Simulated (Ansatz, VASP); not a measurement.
## Two plane-wave programs on Ir

```
Ir
1.0
     2.71253    0.00000    0.00000
    -1.35626    2.34912    0.00000
     0.00000    0.00000    4.42940
Ir
2
Direct
  0.66667 0.33333 0.75000
  0.33333 0.66667 0.25000
```

Alike in both runs: task relaxation of cell and atoms; functional PBEsol; k mesh 18 × 18 × 10; occupations gaussian, width 0.1 eV; no spin polarisation.

|  | VASP | Ansatz |
| --- | --- | --- |
| version | VASP 6.6.1 | Ansatz 0.2.0 |
| potentials or method | VASP PAW PBE potentials, release 64 (Ir), cutoff 600 eV | scalar-relativistic, plane waves, PAW |
| valence electrons in the cell | 18 | 34 |

|  | VASP | Ansatz | Ansatz less VASP |
| --- | --- | --- | --- |
| gap on the k mesh at the Fermi level, each at its own relaxed structure (eV) | none | none | - |
| relaxed volume (Å³/atom) | 14.15 | 14.11 | -0.039 |
| relaxed cell length with the largest relative difference (Å) | 4.412 | 4.408 | -0.0042 |

VASP's potentials were made for PBE, not for PBEsol. A gap of «none» marks a metal or a gap that the smearing closes. VASP's potentials hold 18 valence electrons a cell and Ansatz's 34, so a difference there can come from the potentials and not from the codes.

Neither program's run includes spin-orbit coupling.
